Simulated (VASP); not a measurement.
Set up this calculation in VASP 6.6.1, as the native input.

```yaml
Task: single point
Functional: LDA
Potentials_or_basis: VASP PAW LDA potentials, release 64 (F, H)
Cutoff: 520 eV
k_mesh: 1 × 1 × 1
Occupations: fermi-dirac, width 0.02 eV
Spin: no spin polarisation
Dipole_correction: no
Further_INCAR_settings: ALGO = Normal; EDIFF = 1e-06; NBANDS = 46
```

The structure of HF lies in POSCAR:

```
HF
1.0
    7.0713790000      0.0000000000      0.0000000000
    0.0000000000      7.0713790000      0.0000000000
    0.0000000000      0.0000000000      7.0713790000
F H
8 8
Direct
    0.3028829313      0.6065719289      0.2657048929
    0.4214453786      0.1883932398      0.7127746936
    0.3180002090      0.4385990342      0.5582220950
    0.5408845997      0.0609074977      0.9721866131
    0.4725103831      0.6096264958      0.9391944626
    0.4042917230      0.8641878762      0.5967011526
    0.0129960507      0.2477310295      0.6535783190
    0.3466509149      0.9253640627      0.2069327638
    0.3432852347      0.7826054861      0.2395430934
    0.3910835496      0.3588974654      0.6508914315
    0.3022324217      0.5389047879      0.3788794237
    0.4700356182      0.1406939156      0.8466382583
    0.4587082661      0.6716370315      0.8202784775
    0.4000209860      1.0050797730      0.6341337383
    0.1099502657      0.3220729648      0.6059072778
    0.4494738579      0.9979665918      0.0846935230
```

These files were run (other wordings do the same):

INCAR

```
  PREC = Accurate
  ENCUT = 520
  EDIFF = 1E-6
  ISMEAR = -1
  SIGMA = 0.02
  LREAL = F
  LASPH = T
  NELM = 120
  ALGO = Normal
  ISIF = 2
  LWAVE = F
  LCHARG = F
  GGA = CA
  NBANDS = 46
  GGA_COMPAT = F
```

KPOINTS

```
regular mesh
0
Gamma
  1 1 1
```

Potentials or basis: VASP PAW LDA potentials, release 64 (F, H).

The run is started by

```bash
$ cat potpaw_LDA.64/F/POTCAR potpaw_LDA.64/H/POTCAR > POTCAR
$ mpirun -np 1 vasp_gam > vasp.out
```

Results of the run:

- Pressure: 0.2 GPa
- Largest force: 2.591 eV/Å
- Band gap on the k mesh: 7.08 eV

Caveat: the k points lie up to 0.89 Å⁻¹ apart.

Run time: 51 s on 1 thread of Intel Xeon 8259CL, with other jobs on the host, peak memory 0.28 GiB.
